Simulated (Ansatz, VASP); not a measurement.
# AlN in VASP and in Ansatz

```
Al N
1.0
     0.00000    2.04799    2.04799
     2.04799    0.00000    2.04799
     2.04799    2.04799    0.00000
Al N
1 1
Direct
  0.50000 0.50000 0.50000
  0.00000 0.00000 0.00000
```

Change from the starting cell: volume scaled by 1.02.

Alike in both runs: task single point; functional LDA; k mesh 11 × 11 × 11; occupations fermi-dirac, width 0.05 eV; no spin polarisation.

|  | VASP | Ansatz |
| --- | --- | --- |
| version | VASP 6.6.1 | Ansatz 0.2.0 |
| potentials or method | VASP PAW LDA potentials, release 64 (Al, N), cutoff 520 eV | all-electron LAPW, scalar-relativistic |

VASP gave:

```
gap on the k mesh at the Fermi level (eV) : 4.22
least direct gap on the mesh (eV)         : 5.22
pressure (GPa)                            : -14.9
```

**Question.** What did Ansatz give for the same quantities?

**Answer.** gap on the k mesh at the Fermi level (eV): 4.22; least direct gap on the mesh (eV): 5.21; pressure (GPa): -15.3.

LDA's correlation is that of Perdew and Zunger in VASP and of Perdew and Wang (1992) in Ansatz. Ansatz ran all-electron here, and VASP with PAW potentials.
